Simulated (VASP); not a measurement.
# MnO (Fm-3m) in VASP: a series of runs

Runs on MnO. Level: PBE. Tasks: single point.

Program: VASP 6.6.1. These are calculated values, not measurements. Logs are shortened: lines on timing, memory, paths and dates and some standing lists are left out, and cuts for length are marked.

**1. The cell of the first run**

The structure is cubic, space group Fm-3m (No. 225). The conventional cell has a = 4.440 Å, b = 4.440 Å, c = 4.440 Å, α = 90.00°, β = 90.00°, γ = 90.00°. Within 2.9 Å of Mn (site symmetry m-3m) lie 6 O at 2.22 Å. O (site symmetry m-3m) has 6 Mn at 2.22 Å within 2.9 Å.

**2. Single point, PBE**

INCAR reads:

```
SYSTEM = MnO
  PREC = Accurate
  ENCUT = 600
  EDIFF = 1E-6
  ISMEAR = 0
  SIGMA = 0.1
  LREAL = .FALSE.
  LASPH = .TRUE.
  NELM = 120
  ALGO = Normal
  ISIF = 2
  LWAVE = .FALSE.
  LCHARG = .FALSE.
  GGA = PE
  NBANDS = 16
  GGA_COMPAT = .FALSE.
```

KPOINTS reads:

```
Automatic mesh
0
G
  7 7 7
  0 0 0
```

POSCAR reads:

```
MnO
1.0
    0.0000000000      2.2200000000      2.2200000000
    2.2200000000      0.0000000000      2.2200000000
    2.2200000000      2.2200000000      0.0000000000
Mn O
1 1
Direct
    0.0000000000      0.0000000000      0.0000000000
    0.5000000000      0.5000000000      0.5000000000
```

Potentials or basis: VASP PAW PBE potentials, release 64 (Mn_pv, O).

Command:

```
$ cat potpaw_PBE.64/Mn_pv/POTCAR potpaw_PBE.64/O/POTCAR > POTCAR
$ mpirun -np 1 vasp_std > vasp.out
```

OUTCAR:

```text
SYSTEM = MnO
   PREC = Accurate
   ENCUT = 600
   EDIFF = 1E-6
   ISMEAR = 0
   LREAL = .FALSE.
   LASPH = .TRUE.
   NELM = 120
   ISIF = 2
   GGA = PE

 ion  position               nearest neighbor table
   1  0.000  0.000  0.000-   2 2.22   2 2.22   2 2.22   2 2.22   2 2.22   2 2.22
   2  0.500  0.500  0.500-   1 2.22   1 2.22   1 2.22   1 2.22   1 2.22   1 2.22

  LATTYP: Found a face centered cubic cell.
 ALAT       =     4.4400000000

  Lattice vectors:

 A1 = (   0.0000000000,   2.2200000000,   2.2200000000)
 A2 = (   2.2200000000,   0.0000000000,   2.2200000000)
 A3 = (   2.2200000000,   2.2200000000,   0.0000000000)

Analysis of symmetry for initial positions (statically):
=====================================================================
 Subroutine PRICEL returns:
 Original cell was already a primitive cell.

 Routine SETGRP: Setting up the symmetry group for a
 face centered cubic supercell.

 Subroutine GETGRP returns: Found 48 space group operations
 (whereof 48 operations were pure point group operations)
 out of a pool of 48 trial point group operations.

The static configuration has the point symmetry O_h .

Analysis of symmetry for dynamics (positions and initial velocities):
=====================================================================
 Subroutine PRICEL returns:
 Original cell was already a primitive cell.

 Routine SETGRP: Setting up the symmetry group for a
 face centered cubic supercell.

 Subroutine GETGRP returns: Found 48 space group operations
 (whereof 48 operations were pure point group operations)
 out of a pool of 48 trial point group operations.

The dynamic configuration has the point symmetry O_h .

 Subroutine INISYM returns: Found 48 space group operations
 (whereof 48 operations are pure point group operations),
 and found     1 'primitive' translations

----------------------------------------------------------------------------------------

                                     Primitive cell

  volume of cell :      21.8821

  direct lattice vectors                    reciprocal lattice vectors
     0.000000000  2.220000000  2.220000000    -0.225225225  0.225225225  0.225225225
     2.220000000  0.000000000  2.220000000     0.225225225 -0.225225225  0.225225225
     2.220000000  2.220000000  0.000000000     0.225225225  0.225225225 -0.225225225

  length of vectors
     3.139554108  3.139554108  3.139554108     0.390101533  0.390101533  0.390101533

  position of ions in fractional coordinates (direct lattice)
     0.000000000  0.000000000  0.000000000
     0.500000000  0.500000000  0.500000000

  ion indices of the primitive-cell ions
   primitive index   ion index
                 1           1
                 2           2

----------------------------------------------------------------------------------------

 KPOINTS: Automatic mesh

Automatic generation of k-mesh.
 Grid dimensions read from file:
 generate k-points for:    7    7    7

 Generating k-lattice:

  Cartesian coordinates                     Fractional coordinates (reciprocal lattice)
    -0.032175032  0.032175032  0.032175032     0.142857143  0.000000000  0.000000000
     0.032175032 -0.032175032  0.032175032     0.000000000  0.142857143  0.000000000
     0.032175032  0.032175032 -0.032175032     0.000000000  0.000000000  0.142857143

  Length of vectors
     0.055728790  0.055728790  0.055728790

  Shift w.r.t. Gamma in fractional coordinates (k-lattice)
     0.000000000  0.000000000  0.000000000

 Subroutine IBZKPT returns following result:
 ===========================================

 Found     20 irreducible k-points:

 Following reciprocal coordinates:
            Coordinates               Weight
  0.000000  0.000000  0.000000      1.000000
  0.142857  0.000000  0.000000      8.000000
  0.285714  0.000000  0.000000      8.000000
  0.428571  0.000000  0.000000      8.000000
  0.142857  0.142857  0.000000      6.000000
  0.285714  0.142857  0.000000     24.000000
[... 12 lines left out ...]
 -0.428571  0.428571  0.142857     24.000000
 -0.285714  0.428571  0.142857     24.000000
   k-points           NKPTS =     20   k-points in BZ     NKDIM =     20   number of bands    NBANDS=     16
   number of dos      NEDOS =    301   number of ions     NIONS =      2
   total plane-waves  NPLWV =  21952
   dimension x,y,z NGX =    28 NGY =   28 NGZ =   28
   dimension x,y,z NGXF=    56 NGYF=   56 NGZF=   56
   ions per type =               1   1
   NGX,Y,Z   is equivalent  to a cutoff of  14.83, 14.83, 14.83 a.u.
   NGXF,Y,Z  is equivalent  to a cutoff of  29.65, 29.65, 29.65 a.u.
 SYSTEM =  MnO
   PREC   = accura    normal or accurate (medium, high low for compatibility)
   ISTART =      0    job   : 0-new  1-cont  2-samecut
   ICHARG =      2    charge: 1-file 2-atom 10-const
   ISPIN  =      1    spin polarized calculation?
   LNONCOLLINEAR =      F non collinear calculations
   LSORBIT =      F    spin-orbit coupling
   LASPH  =      T    aspherical Exc in radial PAW
   ENCUT  =  600.0 eV  44.10 Ry    6.64 a.u.   6.27  6.27  6.27*2*pi/ulx,y,z
   NELM   =    120;   NELMIN=  2; NELMDL= -5     # of ELM steps
   EDIFF  = 0.1E-05   stopping-criterion for ELM
   LREAL  =      F    real-space projection
   EDIFFG = 0.1E-04   stopping-criterion for IOM
   NSW    =      0    number of steps for IOM
   IBRION =     -1    ionic relax: 0-MD 1-quasi-New 2-CG
   NFREE  =      0    steps in history (QN), initial steepest desc. (CG)
   ISIF   =      2    stress and relaxation
   ISYM   =      2    0-nonsym 1-usesym 2-fastsym
   POTIM  = 0.5000    time-step for ionic-motion
   TEBEG  =    0.0;   TEEND  =   0.0 temperature during run
   PSTRESS=    0.0 pullay stress
   NELECT =      19.0000    total number of electrons
   NUPDOWN=      -1.0000    fix difference up-down
   EMIN   =  10.00;   EMAX   =-10.00  energy-range for DOS
   EFERMI =   0.00;   METHOD = LEGACY
   ISMEAR =     0;   SIGMA  =   0.10  broadening in eV -4-tet -1-fermi 0-gaus
   EFERMI_NEDOS =   21; number of points for ismear=-14 and -15
   IALGO  =     38    algorithm
   IMIX   =      4    mixing-type and parameters
     AMIX     =   0.40;   BMIX     =  1.00
     AMIX_MAG =   1.60;   BMIX_MAG =  1.00
  volume/ion in A,a.u.               =      10.94        73.83
  Fermi-wavevector in a.u.,A,eV,Ry     =   1.561815  2.951403 33.188251  2.439268
  Thomas-Fermi vector in A             =   2.664825
   LORBIT       =      0    0 simple, 1 ext, 2 COOP (PROOUT), +10 PAW based schemes
   GGA     = PE    functional components
   LHFCALC =     F    Hartree Fock is set to
   AEXX    =    0.0000 exact exchange contribution
   IVDW    =     0    specifies the selected vdW correction
   LEPSILON=     F    determine dielectric tensor
   LRPA    =     F    only Hartree local field effects (RPA)
 non-spin polarized calculation
 Gauss-broadening in eV      SIGMA  =   0.10
  energy-cutoff  :      600.00
  volume of cell :       21.88
 maximum number of plane-waves:       748
 NGX is ok and might be reduce to    28
   NGX = 13   NGY = 13   NGZ = 13

 number of electron      18.9999997 magnetization

 Free energy of the ion-electron system (eV)
  ---------------------------------------------------
  ext. energy  EPLUGINS =         0.00000000
  ---------------------------------------------------
  free energy    TOTEN  =       -14.26867750 eV

  energy without entropy =      -14.22691634  energy(sigma->0) =      -14.24779692

 E-fermi :   7.0519     XC(G=0): -12.0337

 val. band max:        7.0399928746   @ k =   0.4286   0.1429   0.0000
 cond. band min:       7.0667912895   @ k =   0.4286   0.2857   0.0000
 fundamental gap:      0.0267984149
 Fermi energy:         7.0518605562

 k-point     1 :       0.0000    0.0000    0.0000
  band No.  band energies     occupation
      1     -41.0529      2.00000
      2     -41.0529      2.00000
      3     -41.0529      2.00000
      4     -13.1321      2.00000
      5       3.3145      2.00000
      6       3.3145      2.00000
[... 8 lines left out ...]
     15      24.4681      0.00000
     16      24.4681      0.00000

 k-point     2 :       0.1429    0.0000    0.0000
  band No.  band energies     occupation
      1     -41.0662      2.00000
      2     -41.0546      2.00000
      3     -41.0546      2.00000
      4     -12.9745      2.00000
      5       2.2166      2.00000
      6       2.8518      2.00000
[... 8 lines left out ...]
     15      23.7252      0.00000
     16      23.7252      0.00000

 k-point     3 :       0.2857    0.0000    0.0000
  band No.  band energies     occupation
      1     -41.0959      2.00000
      2     -41.0583      2.00000
      3     -41.0583      2.00000
      4     -12.5981      2.00000
      5       0.5539      2.00000
      6       2.1175      2.00000
[... 8 lines left out ...]
     15      21.7063      0.00000
     16      21.7063      0.00000

 k-point     4 :       0.4286    0.0000    0.0000
  band No.  band energies     occupation
      1     -41.1196      2.00000
      2     -41.0613      2.00000
      3     -41.0613      2.00000
      4     -12.2690      2.00000
      5      -0.5057      2.00000
      6       1.6690      2.00000
[... 8 lines left out ...]
     15      20.2421      0.00000
     16      20.2421      0.00000
[... 248 lines left out ...]
 k-point    18 :      -0.4286    0.2857    0.1429
  band No.  band energies     occupation
      1     -41.1086      2.00000
      2     -41.0824      2.00000
      3     -41.0686      2.00000
      4     -12.2181      2.00000
      5       0.1516      2.00000
      6       1.3596      2.00000
[... 8 lines left out ...]
     15      17.3743      0.00000
     16      20.5315      0.00000

 k-point    19 :      -0.4286    0.4286    0.1429
  band No.  band energies     occupation
      1     -41.1078      2.00000
      2     -41.0840      2.00000
      3     -41.0767      2.00000
      4     -12.2247      2.00000
      5       0.4855      2.00000
      6       1.7231      2.00000
[... 8 lines left out ...]
     15      17.3208      0.00000
     16      20.4617      0.00000

 k-point    20 :      -0.2857    0.4286    0.1429
  band No.  band energies     occupation
      1     -41.0994      2.00000
      2     -41.0963      2.00000
      3     -41.0754      2.00000
      4     -12.1748      2.00000
      5       0.8489      2.00000
      6       0.9071      2.00000
[... 8 lines left out ...]
     15      15.9879      0.00000
     16      19.9175      0.00000

------------------------ aborting loop because EDIFF is reached ----------------------------------------

  FORCE on cell =-STRESS in cart. coord.  units (eV):
  Direction    XX          YY          ZZ          XY          YZ          ZX
  --------------------------------------------------------------------------------------
  -------------------------------------------------------------------------------------
  Total       -4.5631436     -4.5631436     -4.5631436      0.0000000      0.0000000     -0.0000000
  in kB     -334.1071707   -334.1071707   -334.1071707      0.0000000      0.0000000     -0.0000000
  external PRESSURE =    -334.1071707 kB  Pullay stress =       0.0000000 kB

 VOLUME and BASIS-vectors are now :
 -----------------------------------------------------------------------------
  energy-cutoff  :      600.00
  volume of cell :       21.88
      direct lattice vectors                 reciprocal lattice vectors
     0.000000000  2.220000000  2.220000000    -0.225225225  0.225225225  0.225225225
     2.220000000  0.000000000  2.220000000     0.225225225 -0.225225225  0.225225225
     2.220000000  2.220000000  0.000000000     0.225225225  0.225225225 -0.225225225

 POSITION                                       TOTAL-FORCE (eV/Angst)
 -----------------------------------------------------------------------------------
      0.00000      0.00000      0.00000        -0.000000     -0.000000     -0.000000
      2.22000      2.22000      2.22000         0.000000      0.000000      0.000000
 -----------------------------------------------------------------------------------
    total drift:                                0.000000      0.000000      0.000000

  FREE ENERGIE OF THE ION-ELECTRON SYSTEM (eV)
  ---------------------------------------------------
  free  energy   TOTEN  =       -14.2686774976 eV

  energy  without entropy=      -14.2269163392  energy(sigma->0) =      -14.24779692
```

It used 39 s of CPU time on 1 thread of AMD EPYC 7R13 Processor (Zen 3), with other jobs on the host.

Results:

- Free energy: -14.2687 eV
- Pressure: -33.4 GPa

Caveat: an odd number of electrons without spin polarisation forces a metal; a magnetic or distorted state may lie lower; the run has no spin polarisation, though such a crystal can be magnetic; semilocal functionals often make such compounds metallic where correlation or magnetic order opens a gap, which also shifts bond lengths. Spin polarisation is off, so any magnetic state and its effect on volume and gap are missing.

**3. Single point, PBE**

INCAR reads:

```
PREC = Accurate ; ENCUT = 600
EDIFF = 1E-6 ; ISMEAR = 0
SIGMA = 0.1 ; LREAL = F
LASPH = T ; NELM = 120
ALGO = Normal ; ISIF = 2
LWAVE = F ; LCHARG = F
GGA = PE ; NBANDS = 16
GGA_COMPAT = F
```

KPOINTS reads:

```
regular mesh
0
Gamma
  7 7 7
```

POSCAR is that of step 2.

Potentials or basis: VASP PAW PBE potentials, release 64 (Mn_pv, O).

Command:

```
$ cat potpaw_PBE.64/Mn_pv/POTCAR potpaw_PBE.64/O/POTCAR > POTCAR
$ mpirun -np 1 vasp_std > vasp.out
```

OUTCAR:

```text
PREC = Accurate
   ENCUT = 600
   EDIFF = 1E-6
   ISMEAR = 0
   LREAL = F
   LASPH = T
   NELM = 120
   ISIF = 2
   GGA = PE

 ion  position               nearest neighbor table
   1  0.000  0.000  0.000-   2 2.22   2 2.22   2 2.22   2 2.22   2 2.22   2 2.22
   2  0.500  0.500  0.500-   1 2.22   1 2.22   1 2.22   1 2.22   1 2.22   1 2.22

  LATTYP: Found a face centered cubic cell.
 ALAT       =     4.4400000000

  Lattice vectors:

 A1 = (   0.0000000000,   2.2200000000,   2.2200000000)
 A2 = (   2.2200000000,   0.0000000000,   2.2200000000)
 A3 = (   2.2200000000,   2.2200000000,   0.0000000000)

Analysis of symmetry for initial positions (statically):
=====================================================================
 Subroutine PRICEL returns:
 Original cell was already a primitive cell.

 Routine SETGRP: Setting up the symmetry group for a
 face centered cubic supercell.

 Subroutine GETGRP returns: Found 48 space group operations
[... 156 lines left out ...]
  ---------------------------------------------------
  free energy    TOTEN  =       -14.26867750 eV

  energy without entropy =      -14.22691634  energy(sigma->0) =      -14.24779692

 E-fermi :   7.0519     XC(G=0): -12.0337

 val. band max:        7.0399928746   @ k =   0.4286   0.1429   0.0000
 cond. band min:       7.0667912895   @ k =   0.4286   0.2857   0.0000
 fundamental gap:      0.0267984149
 Fermi energy:         7.0518605562

 k-point     1 :       0.0000    0.0000    0.0000
  band No.  band energies     occupation
      1     -41.0529      2.00000
      2     -41.0529      2.00000
      3     -41.0529      2.00000
      4     -13.1321      2.00000
      5       3.3145      2.00000
      6       3.3145      2.00000
[... 357 lines left out ...]
      3     -41.0754      2.00000
      4     -12.1748      2.00000
      5       0.8489      2.00000
      6       0.9071      2.00000
[... 8 lines left out ...]
     15      15.9879      0.00000
     16      19.9175      0.00000

------------------------ aborting loop because EDIFF is reached ----------------------------------------

  FORCE on cell =-STRESS in cart. coord.  units (eV):
  Direction    XX          YY          ZZ          XY          YZ          ZX
  --------------------------------------------------------------------------------------
  -------------------------------------------------------------------------------------
  Total       -4.5631436     -4.5631436     -4.5631436      0.0000000      0.0000000     -0.0000000
  in kB     -334.1071707   -334.1071707   -334.1071707      0.0000000      0.0000000     -0.0000000
  external PRESSURE =    -334.1071707 kB  Pullay stress =       0.0000000 kB

 VOLUME and BASIS-vectors are now :
 -----------------------------------------------------------------------------
  energy-cutoff  :      600.00
  volume of cell :       21.88
      direct lattice vectors                 reciprocal lattice vectors
     0.000000000  2.220000000  2.220000000    -0.225225225  0.225225225  0.225225225
     2.220000000  0.000000000  2.220000000     0.225225225 -0.225225225  0.225225225
     2.220000000  2.220000000  0.000000000     0.225225225  0.225225225 -0.225225225

 POSITION                                       TOTAL-FORCE (eV/Angst)
 -----------------------------------------------------------------------------------
      0.00000      0.00000      0.00000        -0.000000     -0.000000     -0.000000
      2.22000      2.22000      2.22000         0.000000      0.000000      0.000000
 -----------------------------------------------------------------------------------
    total drift:                                0.000000      0.000000      0.000000

  FREE ENERGIE OF THE ION-ELECTRON SYSTEM (eV)
  ---------------------------------------------------
  free  energy   TOTEN  =       -14.2686774976 eV

  energy  without entropy=      -14.2269163392  energy(sigma->0) =      -14.24779692
```

stdout:

```text
POSCAR found type information on POSCAR MnO
 POSCAR found :  2 types and       2 ions
 scaLAPACK will be used
 LDA part: xc-table for (Slater+PW92), standard interpolation
 POSCAR, INCAR and KPOINTS ok, starting setup
 FFT: planning ... GRIDC
 FFT: planning ... GRID_SOFT
 FFT: planning ... GRID
 WAVECAR not read
 entering main loop
```

It used 19 s of CPU time on 1 thread of AMD EPYC 7R13 Processor (Zen 3) (shared host).

What came out:

| Property | Result |
| --- | --- |
| Free energy | -14.2687 eV |
| Pressure | -33.4 GPa |

Caveat: an odd number of electrons without spin polarisation forces a metal; a magnetic or distorted state may lie lower; the run has no spin polarisation, though such a crystal can be magnetic; semilocal functionals often make such compounds metallic where correlation or magnetic order opens a gap, which also shifts bond lengths.
